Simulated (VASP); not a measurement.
## Fe: single point with revPBE

The system is Fe.

```xyz
1
Lattice="-1.4452 1.4452 1.4452 1.4452 -1.4452 1.4452 1.4452 1.4452 -1.4452" Properties=species:S:1:pos:R:3 pbc="T T T"
Fe    0.0000    0.0000    0.0000
```

```yaml
Program: VASP 6.6.1
Task: single point
Functional: revPBE
Potentials_or_basis: VASP PAW PBE potentials, release 64 (Fe)
Cutoff: 520 eV
k_mesh: 25 × 25 × 25
Occupations: fermi-dirac, width 0.05 eV
Spin: collinear spin, ferromagnetic start
Starting_moments: "[2.276] μB"
Dipole_correction: no
Further_INCAR_settings: ALGO = Normal; EDIFF = 1e-06; NBANDS = 14
```

The pressure is -5.7 GPa and the net moment is 2.32 μB per cell. The site moments are Fe +2.33 μB. The valence electrons inside the program's atomic spheres are Fe 7.14.

Levels at points of the mesh, in eV from the Fermi level:
Spin up:
| k point | band 1 | band 2 | band 3 | band 4 | band 5 | band 6 | band 7 | band 8 | band 9 | band 10 |
| --- | --- | --- | --- | --- | --- | --- | --- | --- | --- | --- |
| (0.00, 0.00, 0.00) | -8.01 | -2.18 | -2.18 | -2.18 | -1.08 | -1.08 | 24.47 | 24.47 | 24.47 | 29.18 |
Spin down:
```csv
k point,band 1,band 2,band 3,band 4,band 5,band 6,band 7
"(0.00, 0.00, 0.00)",-7.89,-0.09,-0.09,-0.09,1.83,1.83,24.11
```

Run time: 56 s on 1 thread of Intel(R) Xeon(R) 6975P-C (Granite Rapids), on a shared host, peak memory 0.23 GiB.

Caveat: the cell stands under tension; the PAW data sets were made with another functional, which shifts forces and pressure a little.
